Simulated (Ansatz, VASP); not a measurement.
**AlRu in VASP and in Ansatz**

POSCAR

```
AlRu
1.0
    2.9916000000      0.0000000000      0.0000000000
    0.0000000000      2.9916000000      0.0000000000
    0.0000000000      0.0000000000      2.9916000000
Ru Al
1 1
Direct
    0.4908160000      0.5166880000      0.5246310000
   -0.0018090000     -0.0392530000     -0.0254800000
```

The input INCAR.step1:

```
SYSTEM = AlRu
PREC     = Accurate       ! precision mode
ENCUT    = 520            ! plane-wave cutoff, eV
ISMEAR   = -5             ! smearing method
SIGMA    = 0.05           ! smearing width, eV
LREAL    = .False.        ! projectors in reciprocal space
LASPH    = .True.         ! aspherical terms in the spheres
NELM     = 150            ! most SCF steps
LMAXMIX  = 4              ! l up to which the mixer works
LDAU     = .True.         ! DFT+U
LDAUTYPE = 2            
LDAUL    = 2 -1           ! shell
LDAUU    = 4.5 0          ! U, eV
LDAUJ    = 0 0          
NBANDS   = 16             ! bands
GGA      = PE             ! functional
ALGO     = Normal         ! electronic algorithm
EDIFF    = 1E-4           ! SCF threshold, eV
LWAVE    = .True.         ! write WAVECAR
LCHARG   = .False.        ! write CHGCAR
```

Contents of INCAR.step2:

```
SYSTEM = AlRu
PREC     = Accurate       ! precision mode
ENCUT    = 520            ! plane-wave cutoff, eV
EDIFF    = 1E-7           ! SCF threshold, eV
ISMEAR   = -5             ! smearing method
SIGMA    = 0.05           ! smearing width, eV
LREAL    = .False.        ! projectors in reciprocal space
LASPH    = .True.         ! aspherical terms in the spheres
NELM     = 150            ! most SCF steps
ALGO     = Normal         ! electronic algorithm
ISIF     = 2              ! what is computed and relaxed
LWAVE    = .False.        ! write WAVECAR
LCHARG   = .False.        ! write CHGCAR
LMAXMIX  = 4              ! l up to which the mixer works
LDAU     = .True.         ! DFT+U
LDAUTYPE = 2            
LDAUL    = 2 -1           ! shell
LDAUU    = 4.5 0          ! U, eV
LDAUJ    = 0 0          
LDAUPRINT= 1            
METAGGA  = R2SCAN         ! meta-GGA
LMIXTAU  = .True.       
IVDW     = 13             ! dispersion correction
VDW_S6   = 1.0          
VDW_S8   = 0.6018749    
VDW_A1   = 0.51559235   
VDW_A2   = 5.77342911   
NBANDS   = 16             ! bands
ISTART   = 1
```

File KPOINTS:

```
regular mesh
0
Gamma
  9 9 9
  0 0 0
```

input.yaml

```yaml
crystal:
  lattice:
    - [2.9916, 0.0, 0.0]
    - [0.0, 2.9916, 0.0]
    - [0.0, 0.0, 2.9916]
  atoms:
    - { symbol: Ru, position: [0.490816, 0.516688, 0.524631] }
    - { symbol: Al, position: [-0.001809, -0.039253, -0.02548] }
hamiltonian:
  xc: r2scan
  pseudopotentials: { kind: paw }
  dispersion: d4
  hubbard: { sites: [{ species: Ru, l: d, u_eff: 4.5 }] }
kpoints:
  mp_grid: { grid: [9, 9, 9] }
scf:
  occupations: { method: tetrahedron }
output:
  forces: true
  stress: true
```

Change from the starting cell: atoms moved at random, drawn with an rms of 0.15 Å.

Alike in both runs: task single point; functional r2SCAN; dispersion D4; k mesh 9 × 9 × 9; occupations tetrahedron; no spin polarisation; Hubbard terms Ru d U = 4.5 eV.

|  | VASP | Ansatz |
| --- | --- | --- |
| version | VASP 6.6.1 | Ansatz 0.2.0 |
| potentials or method | VASP PAW PBE potentials, release 64 (Ru_pv, Al) | Ansatz PAW |
| plane-wave cutoff (eV) | 520 | 500 |
| valence electrons in the cell | 17 | 19 |

```tsv
	VASP	Ansatz	Ansatz less VASP
gap on the k mesh at the Fermi level (eV)	none	none	-
pressure (GPa)	-1.9	-2.1	-0.23
traceless stress, the component that is largest in VASP (GPa)	3.86	3.74	-0.119
rms of the force components (eV/Å)	0.985	0.944	-0.0411
```

VASP's potentials were made for PBE, not for r2SCAN. The programs project onto different local orbitals, so the same U acts differently, and such runs can settle in different states. Atom by atom the forces differ by 0.041 eV/Å (rms over components). A gap of «none» marks a metal or a gap that the smearing closes. VASP's potentials hold 17 valence electrons a cell and Ansatz's 19, so a difference there can come from the potentials and not from the codes.
